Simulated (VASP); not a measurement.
BN, 2 atoms in the cell. Symmetry: R3m, No. 160, trigonal system. The conventional cell has a = 2.489 Å, b = 2.489 Å, c = 9.672 Å, α = 90.00°, β = 90.00°, γ = 120.00°. Within 1.9 Å of B (site symmetry 3m) lie 3 N at 1.44 Å. N (site symmetry 3m) has 3 B at 1.44 Å within 1.9 Å. 

* Program: VASP 6.6.1
* Task: single point
* Functional: LDA
* Potentials or basis: VASP PAW LDA potentials, release 64 (B, N)
* Cutoff: 520 eV
* k mesh: 12 × 12 × 12
* Occupations: gaussian, width 0.01 eV
* Spin: no spin polarisation
* Dipole correction: no
* Further INCAR settings: ALGO = Normal; EDIFF = 1e-06; NBANDS = 11

Potentials or basis: VASP PAW LDA potentials, release 64 (B, N).

Command:

```sh
$ cat potpaw_LDA.64/B/POTCAR potpaw_LDA.64/N/POTCAR > POTCAR
$ mpirun -np 1 vasp_std > vasp.out
```

Hardware: 1 thread of Intel(R) Xeon(R) 6975P-C (Granite Rapids) (shared host).

Q: How long does it take, and how much memory?

A: It took 21 s on 1 thread of Intel(R) Xeon(R) 6975P-C (Granite Rapids), with other jobs on the host, peak memory 0.16 GiB. Counts: scf iterations 12, k points 189.
